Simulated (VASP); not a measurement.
# Nb (Im-3m) in VASP: a series of runs

Runs on Nb. Level: PBEsol. Tasks: single point.

Program: VASP 6.6.1. These are calculated values, not measurements. Logs are shortened: lines on timing, memory, paths and dates and some standing lists are left out, and cuts for length are marked.

## Step 1: The cell of the first run

It takes space group Im-3m (No. 229, cubic). The conventional cell has a = 3.243 Å, b = 3.243 Å, c = 3.243 Å, α = 90.00°, β = 90.00°, γ = 90.00°. Nb (site symmetry m-3m) has 14 Nb at 2.81 to 3.24 Å within 3.7 Å.

## Step 2: Single point, PBEsol

INCAR reads:

```
  PREC = Accurate
  ENCUT = 520
  EDIFF = 1E-7
  ISMEAR = 1
  SIGMA = 0.1
  LREAL = F
  LASPH = T
  NELM = 100
  ALGO = Normal
  ISIF = 2
  LWAVE = F
  LCHARG = T
  GGA = PS
  LELF = T
  LVHAR = T
  NBANDS = 12
```

KPOINTS reads:

```
regular mesh
0
Gamma
  16 16 16
```

POSCAR reads:

```
Nb
1.0
   -1.6214645948      1.6214645948      1.6214645948
    1.6214645948     -1.6214645948      1.6214645948
    1.6214645948      1.6214645948     -1.6214645948
Nb
1
Direct
    0.0000000000      0.0000000000      0.0000000000
```

Potentials or basis: VASP PAW PBE potentials, release 64 (Nb_sv).

Command:

```console
$ cat potpaw_PBE.64/Nb_sv/POTCAR > POTCAR
$ mpirun -np 1 vasp_std > vasp.out
```

OUTCAR:

```text
PREC = Accurate
   ENCUT = 520
   EDIFF = 1E-7
   ISMEAR = 1
   LREAL = F
   LASPH = T
   NELM = 100
   ISIF = 2
   GGA = PS

 ion  position               nearest neighbor table
   1  0.000  0.000  0.000-

  LATTYP: Found a body centered cubic cell.
 ALAT       =     3.2429291896

  Lattice vectors:

 A1 = (  -1.6214645948,   1.6214645948,   1.6214645948)
 A2 = (   1.6214645948,  -1.6214645948,   1.6214645948)
 A3 = (   1.6214645948,   1.6214645948,  -1.6214645948)

Analysis of symmetry for initial positions (statically):
=====================================================================
 Subroutine PRICEL returns:
 Original cell was already a primitive cell.

 Routine SETGRP: Setting up the symmetry group for a
 body centered cubic supercell.

 Subroutine GETGRP returns: Found 48 space group operations
 (whereof 48 operations were pure point group operations)
 out of a pool of 48 trial point group operations.

The static configuration has the point symmetry O_h .

Analysis of symmetry for dynamics (positions and initial velocities):
=====================================================================
 Subroutine PRICEL returns:
 Original cell was already a primitive cell.

 Routine SETGRP: Setting up the symmetry group for a
 body centered cubic supercell.

 Subroutine GETGRP returns: Found 48 space group operations
 (whereof 48 operations were pure point group operations)
 out of a pool of 48 trial point group operations.

The dynamic configuration has the point symmetry O_h .

 Subroutine INISYM returns: Found 48 space group operations
 (whereof 48 operations are pure point group operations),
 and found     1 'primitive' translations

----------------------------------------------------------------------------------------

                                     Primitive cell

  volume of cell :      17.0523

  direct lattice vectors                    reciprocal lattice vectors
    -1.621464595  1.621464595  1.621464595     0.000000000  0.308363193  0.308363193
     1.621464595 -1.621464595  1.621464595     0.308363193  0.000000000  0.308363193
     1.621464595  1.621464595 -1.621464595     0.308363193  0.308363193  0.000000000

  length of vectors
     2.808459061  2.808459061  2.808459061     0.436091410  0.436091410  0.436091410

  position of ions in fractional coordinates (direct lattice)
[... 83 lines left out ...]
   ISIF   =      2    stress and relaxation
   ISYM   =      2    0-nonsym 1-usesym 2-fastsym
   POTIM  = 0.5000    time-step for ionic-motion
   TEBEG  =    0.0;   TEEND  =   0.0 temperature during run
   PSTRESS=    0.0 pullay stress
   NELECT =      13.0000    total number of electrons
   NUPDOWN=      -1.0000    fix difference up-down
   EMIN   =  10.00;   EMAX   =-10.00  energy-range for DOS
   EFERMI =   0.00;   METHOD = LEGACY
   ISMEAR =     1;   SIGMA  =   0.10  broadening in eV -4-tet -1-fermi 0-gaus
   EFERMI_NEDOS =   21; number of points for ismear=-14 and -15
   IALGO  =     38    algorithm
   IMIX   =      4    mixing-type and parameters
     AMIX     =   0.40;   BMIX     =  1.00
     AMIX_MAG =   1.60;   BMIX_MAG =  1.00
  volume/ion in A,a.u.               =      17.05       115.07
  Fermi-wavevector in a.u.,A,eV,Ry     =   1.495530  2.826142 30.430929  2.236610
  Thomas-Fermi vector in A             =   2.607663
   LORBIT       =      0    0 simple, 1 ext, 2 COOP (PROOUT), +10 PAW based schemes
   GGA     = PS    functional components
   LHFCALC =     F    Hartree Fock is set to
   AEXX    =    0.0000 exact exchange contribution
   IVDW    =     0    specifies the selected vdW correction
   LEPSILON=     F    determine dielectric tensor
   LRPA    =     F    only Hartree local field effects (RPA)
 non-spin polarized calculation
 Methfessel and Paxton  Order N= 1 SIGMA  =   0.10
  energy-cutoff  :      520.00
  volume of cell :       17.05
 maximum number of plane-waves:       472
 NGX is ok and might be reduce to    24
   NGX = 11   NGY = 11   NGZ = 11

 number of electron      13.0000000 magnetization

 Free energy of the ion-electron system (eV)
  ---------------------------------------------------
  ext. energy  EPLUGINS =         0.00000000
  ---------------------------------------------------
  free energy    TOTEN  =       -10.94896856 eV

  energy without entropy =      -10.94913923  energy(sigma->0) =      -10.94902545

 E-fermi :  11.8163     XC(G=0): -12.9155

 val. band max:       11.8107936637   @ k =   0.1875   0.0000   0.0000
 cond. band min:      11.8404599265   @ k =  -0.1875   0.1875   0.0625
 fundamental gap:      0.0296662627
 Fermi energy:        11.8162981985

 k-point     1 :       0.0000    0.0000    0.0000
  band No.  band energies     occupation
      1     -42.3820      2.00000
      2     -17.5678      2.00000
      3     -17.5678      2.00000
      4     -17.5678      2.00000
      5       5.7582      2.00000
      6      12.1714     -0.00001
      7      12.1714     -0.00001
      8      12.1714     -0.00001
      9      15.2676      0.00000
     10      15.2676      0.00000
     11      26.1825      0.00000
     12      26.1825      0.00000
[... 331 lines left out ...]
 k-point    24 :       0.2500    0.1875   -0.0000
  band No.  band energies     occupation
      1     -42.1102      2.00000
      2     -18.8410      2.00000
      3     -18.0935      2.00000
      4     -17.7097      2.00000
      5       8.9854      2.00000
      6      10.4099      2.00000
      7      11.4196      2.00000
      8      14.6622      0.00000
      9      16.1378      0.00000
     10      18.1765      0.00000
     11      25.4060      0.00000
     12      27.1320      0.00000

 [... further k-points ...]

------------------------ aborting loop because EDIFF is reached ----------------------------------------

  FORCE on cell =-STRESS in cart. coord.  units (eV):
  Direction    XX          YY          ZZ          XY          YZ          ZX
  --------------------------------------------------------------------------------------
  -------------------------------------------------------------------------------------
  Total        0.4839262      0.4839262      0.4839262     -0.0000000     -0.0000000      0.0000000
  in kB       45.4681511     45.4681511     45.4681511     -0.0000000     -0.0000000      0.0000000
  external PRESSURE =      45.4681511 kB  Pullay stress =       0.0000000 kB

 VOLUME and BASIS-vectors are now :
 -----------------------------------------------------------------------------
  energy-cutoff  :      520.00
  volume of cell :       17.05
      direct lattice vectors                 reciprocal lattice vectors
    -1.621464595  1.621464595  1.621464595     0.000000000  0.308363193  0.308363193
     1.621464595 -1.621464595  1.621464595     0.308363193  0.000000000  0.308363193
     1.621464595  1.621464595 -1.621464595     0.308363193  0.308363193  0.000000000

 POSITION                                       TOTAL-FORCE (eV/Angst)
 -----------------------------------------------------------------------------------
      0.00000      0.00000      0.00000         0.000000      0.000000      0.000000
 -----------------------------------------------------------------------------------
    total drift:                               -0.000000      0.000000      0.000000

  FREE ENERGIE OF THE ION-ELECTRON SYSTEM (eV)
  ---------------------------------------------------
  free  energy   TOTEN  =       -10.9489685588 eV

  energy  without entropy=      -10.9491392343  energy(sigma->0) =      -10.94902545
```

OSZICAR:

```text
N       E                     dE             d eps       ncg     rms          rms(c)
DAV:   1     0.115994160328E+03    0.11599E+03   -0.73393E+03  3504   0.109E+03
DAV:   2    -0.674960940075E+01   -0.12274E+03   -0.11817E+03  3732   0.391E+02
DAV:   3    -0.111224119461E+02   -0.43728E+01   -0.41736E+01  4952   0.652E+01
DAV:   4    -0.113793773070E+02   -0.25697E+00   -0.25566E+00  4908   0.145E+01
DAV:   5    -0.113886698236E+02   -0.92925E-02   -0.92903E-02  4996   0.231E+00    0.798E+00
DAV:   6    -0.109922801289E+02    0.39639E+00   -0.59248E-01  5636   0.978E+00    0.285E+00
DAV:   7    -0.109441437834E+02    0.48136E-01   -0.18341E-01  5764   0.537E+00    0.954E-01
DAV:   8    -0.109489017244E+02   -0.47579E-02   -0.13282E-02  4064   0.152E+00    0.270E-02
DAV:   9    -0.109489560996E+02   -0.54375E-04   -0.86937E-04  5412   0.252E-01    0.417E-02
DAV:  10    -0.109489724547E+02   -0.16355E-04   -0.27771E-05  4276   0.604E-02    0.194E-02
DAV:  11    -0.109489689306E+02    0.35242E-05   -0.71997E-06  4628   0.453E-02    0.256E-03
DAV:  12    -0.109489686098E+02    0.32071E-06   -0.51071E-07  5172   0.828E-03    0.208E-03
DAV:  13    -0.109489685588E+02    0.51011E-07   -0.11662E-08  2520   0.122E-03
   1 F= -.10948969E+02 E0= -.10949025E+02  d E =0.170675E-03
```

Run time: 27 s. Hardware: 1 thread of Intel Xeon 8259CL, shared host; peak memory 0.16 GiB.

Results:

```yaml
Free_energy: -10.9490 eV
Pressure: 4.5 GPa
Band_gap_on_the_k_mesh: zero (an odd number of electrons rules out a gap without spin polarisation)
```

Levels at points of the mesh, in eV from the Fermi level:
```csv
k point,band 3,band 4,band 5,band 6,band 7,band 8,band 9,band 10
"(0.00, 0.00, 0.00)",-29.38,-29.38,-6.06,0.36,0.36,0.36,3.45,3.45
"(0.50, 0.00, 0.00)",-29.89,-29.40,-3.97,-1.83,2.58,3.52,4.25,6.89
"(0.50, 0.50, 0.50)",-30.48,-30.48,-4.06,-4.06,6.03,6.03,6.03,9.54
```

Caveat: the cell stands under pressure; the PAW data sets were made with another functional, which shifts forces and pressure a little.

## Step 3: Single point, PBEsol

This run uses another cell than the first one, of 16.67 Å³/atom.

INCAR reads:

```
ALGO = Normal ; EDIFF = 1E-6
ENCUT = 520 ; GGA = PS
ISIF = 2 ; ISMEAR = 1
LASPH = True ; LCHARG = False
LREAL = False ; LWAVE = False
NBANDS = 12 ; NELM = 60
PREC = Accurate ; SIGMA = 0.1
```

KPOINTS reads:

```
k-points
0
Gamma
  16 16 16
```

POSCAR reads:

```
Nb
1.0
   -1.6091305528      1.6091305528      1.6091305528
    1.6091305528     -1.6091305528      1.6091305528
    1.6091305528      1.6091305528     -1.6091305528
Nb
1
Direct
    0.0000000000      0.0000000000      0.0000000000
```

Potentials or basis: VASP PAW PBE potentials, release 64 (Nb_sv).

Command:

```console
$ cat potpaw_PBE.64/Nb_sv/POTCAR > POTCAR
$ mpirun -np 1 vasp_std > vasp.out
```

It took 26 s on 1 thread of Intel Xeon 8259CL, shared host; peak memory 0.16 GiB.

It converged, with:

* Free energy: -10.9317 eV
* Pressure: 9.5 GPa
* Band gap on the k mesh: zero (an odd number of electrons rules out a gap without spin polarisation)

Levels at points of the mesh, in eV from the Fermi level:
| k point | band 3 | band 4 | band 5 | band 6 | band 7 | band 8 | band 9 | band 10 |
| --- | --- | --- | --- | --- | --- | --- | --- | --- |
| (0.00, 0.00, 0.00) | -29.29 | -29.29 | -6.08 | 0.36 | 0.36 | 0.36 | 3.53 | 3.53 |
| (0.50, 0.00, 0.00) | -29.83 | -29.31 | -4.06 | -1.89 | 2.72 | 3.62 | 4.37 | 7.10 |
| (0.50, 0.50, 0.50) | -30.47 | -30.47 | -4.19 | -4.19 | 6.21 | 6.21 | 6.21 | 9.76 |

Caveat: the cell stands under pressure; the PAW data sets were made with another functional, which shifts forces and pressure a little.

## Step 4: Single point, PBEsol

This run uses another cell than the first one, of 17.31 Å³/atom.

INCAR reads:

```
PREC = Accurate
ENCUT = 520
EDIFF = 1E-6
ISMEAR = 1
SIGMA = 0.1
LREAL = False
LASPH = True
NELM = 60
ALGO = Normal
ISIF = 2
LWAVE = False
LCHARG = False
GGA = PS
NBANDS = 12
```

KPOINTS reads:

```
Automatic mesh
0
Gamma
  16 16 16
```

POSCAR reads:

```
Nb
1.0
   -1.6294931823      1.6294931823      1.6294931823
    1.6294931823     -1.6294931823      1.6294931823
    1.6294931823      1.6294931823     -1.6294931823
Nb
1
Direct
    0.0000000000      0.0000000000      0.0000000000
```

Potentials or basis: VASP PAW PBE potentials, release 64 (Nb_sv).

Command:

```console
$ cat potpaw_PBE.64/Nb_sv/POTCAR > POTCAR
$ mpirun -np 1 vasp_std > vasp.out
```

OUTCAR:

```text
PREC = Accurate
   ENCUT = 520
   EDIFF = 1E-6
   ISMEAR = 1
   LREAL = False
   LASPH = True
   NELM = 60
   ISIF = 2
   GGA = PS

 ion  position               nearest neighbor table
   1  0.000  0.000  0.000-

  LATTYP: Found a body centered cubic cell.
 ALAT       =     3.2589863646

  Lattice vectors:

 A1 = (  -1.6294931823,   1.6294931823,   1.6294931823)
 A2 = (   1.6294931823,  -1.6294931823,   1.6294931823)
 A3 = (   1.6294931823,   1.6294931823,  -1.6294931823)

Analysis of symmetry for initial positions (statically):
=====================================================================
 Subroutine PRICEL returns:
 Original cell was already a primitive cell.

 Routine SETGRP: Setting up the symmetry group for a
 body centered cubic supercell.

 Subroutine GETGRP returns: Found 48 space group operations
 (whereof 48 operations were pure point group operations)
 out of a pool of 48 trial point group operations.

The static configuration has the point symmetry O_h .

[... 167 lines left out ...]
  band No.  band energies     occupation
      1     -42.6099      2.00000
      2     -17.8331      2.00000
      3     -17.8331      2.00000
      4     -17.8331      2.00000
      5       5.5666      2.00000
      6      11.9639     -0.00001
      7      11.9639     -0.00001
      8      11.9639     -0.00001
      9      15.0087      0.00000
     10      15.0087      0.00000
     11      25.9291      0.00000
     12      25.9291      0.00000
[... 331 lines left out ...]
 k-point    24 :       0.2500    0.1875    0.0000
  band No.  band energies     occupation
      1     -42.3534      2.00000
      2     -19.0499      2.00000
      3     -18.3354      2.00000
      4     -17.9685      2.00000
      5       8.7987      2.00000
      6      10.2298      2.00000
      7      11.1964      2.00000
      8      14.4135      0.00000
      9      15.8521      0.00000
     10      17.8485      0.00000
     11      25.0436      0.00000
     12      26.7430      0.00000

 [... further k-points ...]

------------------------ aborting loop because EDIFF is reached ----------------------------------------

  FORCE on cell =-STRESS in cart. coord.  units (eV):
  Direction    XX          YY          ZZ          XY          YZ          ZX
  --------------------------------------------------------------------------------------
  -------------------------------------------------------------------------------------
  Total        0.1695975      0.1695975      0.1695975      0.0000000      0.0000000     -0.0000000
  in kB       15.7004604     15.7004604     15.7004604      0.0000000      0.0000000     -0.0000000
  external PRESSURE =      15.7004604 kB  Pullay stress =       0.0000000 kB

 VOLUME and BASIS-vectors are now :
 -----------------------------------------------------------------------------
  energy-cutoff  :      520.00
  volume of cell :       17.31
      direct lattice vectors                 reciprocal lattice vectors
    -1.629493182  1.629493182  1.629493182     0.000000000  0.306843874  0.306843874
     1.629493182 -1.629493182  1.629493182     0.306843874  0.000000000  0.306843874
     1.629493182  1.629493182 -1.629493182     0.306843874  0.306843874  0.000000000

 POSITION                                       TOTAL-FORCE (eV/Angst)
 -----------------------------------------------------------------------------------
      0.00000      0.00000      0.00000        -0.000000      0.000000      0.000000
 -----------------------------------------------------------------------------------
    total drift:                                0.000000      0.000000      0.000000

  FREE ENERGIE OF THE ION-ELECTRON SYSTEM (eV)
  ---------------------------------------------------
  free  energy   TOTEN  =       -10.9540403137 eV

  energy  without entropy=      -10.9539513694  energy(sigma->0) =      -10.95401067
```

OSZICAR:

```text
N       E                     dE             d eps       ncg     rms          rms(c)
DAV:   1     0.118568265875E+03    0.11857E+03   -0.73415E+03  3496   0.109E+03
DAV:   2    -0.664957375946E+01   -0.12522E+03   -0.12057E+03  3708   0.395E+02
DAV:   3    -0.111235035244E+02   -0.44739E+01   -0.42295E+01  5000   0.657E+01
DAV:   4    -0.113965537000E+02   -0.27305E+00   -0.27137E+00  4868   0.146E+01
DAV:   5    -0.114089890166E+02   -0.12435E-01   -0.12433E-01  5100   0.265E+00    0.780E+00
DAV:   6    -0.109995297357E+02    0.40946E+00   -0.60547E-01  5656   0.986E+00    0.276E+00
DAV:   7    -0.109494198474E+02    0.50110E-01   -0.18576E-01  5740   0.538E+00    0.952E-01
DAV:   8    -0.109539817913E+02   -0.45619E-02   -0.12975E-02  4128   0.149E+00    0.327E-02
DAV:   9    -0.109540284894E+02   -0.46698E-04   -0.88597E-04  5492   0.271E-01    0.400E-02
DAV:  10    -0.109540439521E+02   -0.15463E-04   -0.23176E-05  4220   0.564E-02    0.176E-02
DAV:  11    -0.109540405195E+02    0.34326E-05   -0.71175E-06  4608   0.452E-02    0.274E-03
DAV:  12    -0.109540403137E+02    0.20583E-06   -0.29596E-07  2544   0.669E-03
   1 F= -.10954040E+02 E0= -.10954011E+02  d E =-.889443E-04
```

Wall time 30 s (1 thread of Intel Xeon 8259CL, shared host); peak memory 0.16 GiB.

What came out:

* Free energy: -10.9540 eV
* Pressure: 1.6 GPa
* Band gap on the k mesh: zero (an odd number of electrons rules out a gap without spin polarisation)

Levels at points of the mesh, in eV from the Fermi level:
| k point | band 4 | band 5 | band 6 | band 7 | band 8 | band 9 |
| --- | --- | --- | --- | --- | --- | --- |
| (0.00, 0.00, 0.00) | -29.44 | -6.04 | 0.36 | 0.36 | 0.36 | 3.40 |
| (0.50, 0.00, 0.00) | -29.46 | -3.91 | -1.78 | 2.49 | 3.46 | 4.18 |
| (0.50, 0.50, 0.50) | -30.49 | -3.97 | -3.97 | 5.92 | 5.92 | 5.92 |

Caveat: the PAW data sets were made with another functional, which shifts forces and pressure a little.

(Part 1 of 2 ends here.)
